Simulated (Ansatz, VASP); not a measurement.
Two plane-wave programs on Ti4C

INCAR

```
  ALGO = Normal
  EDIFF = 1E-7
  ENCUT = 520
  GGA = PE
  ISIF = 2
  ISMEAR = 0
  LASPH = True
  LCHARG = False
  LREAL = False
  LWAVE = False
  NBANDS = 34
  NELM = 100
  PREC = Accurate
  SIGMA = 0.1
```

The input KPOINTS:

```
k-points
0
Gamma
  4 4 4
```

File POSCAR:

```
Ti4C
1.0
    4.1405354500      0.0000000000      0.0000000000
    0.0000000000      4.1405354500      0.0000000000
    0.0000000000      0.0000000000      4.1405354500
Ti C
4 1
Direct
    0.0000000000      0.0000000000      0.0000000000
    0.5000000000      0.5000000000      0.0000000000
    0.5000000000      0.0000000000      0.5000000000
    0.0000000000      0.5000000000      0.5000000000
    0.5000000000      0.5000000000      0.5000000000
```

Input for Ansatz:

```yaml
crystal:
  lattice:
    - [4.14053545, 0.0, 0.0]
    - [0.0, 4.14053545, 0.0]
    - [0.0, 0.0, 4.14053545]
  atoms:
    - { symbol: Ti, position: [0.0, 0.0, 0.0] }
    - { symbol: Ti, position: [0.5, 0.5, 0.0] }
    - { symbol: Ti, position: [0.5, 0.0, 0.5] }
    - { symbol: Ti, position: [0.0, 0.5, 0.5] }
    - { symbol: C, position: [0.5, 0.5, 0.5] }
basis:
  ecutwfc: 420
kpoints:
  mp_grid: { grid: [4, 4, 4] }
hamiltonian:
  xc: pbe
scf:
  occupations: { method: gaussian, width: 0.1 }
  lower_state_search: "off"
output:
  forces: true
  stress: true
  eigenvalues: true
```

Change from the starting cell: species swapped into the Ni4N type (Pm-3m, No. 221).

Alike in both runs: task single point; functional PBE; k mesh 4 × 4 × 4; occupations gaussian, width 0.1 eV; no spin polarisation.

|  | VASP | Ansatz |
| --- | --- | --- |
| version | VASP 6.6.1 | Ansatz 0.2.0 |
| potentials or method | VASP PAW PBE potentials, release 64 (Ti_sv, C), cutoff 520 eV | scalar-relativistic, plane waves, PAW |
| valence electrons in the cell | 52 | 52 |

VASP gave:

```
gap on the k mesh at the Fermi level (eV) : none
pressure (GPa)                            : 10.1
```

Problem. Estimate Ansatz's values.

Solution. gap on the k mesh at the Fermi level (eV): none; pressure (GPa): 10.2.

A gap of «none» marks a metal or a gap that the smearing closes.

The k mesh is coarse, so the values compare programs but aren't converged.
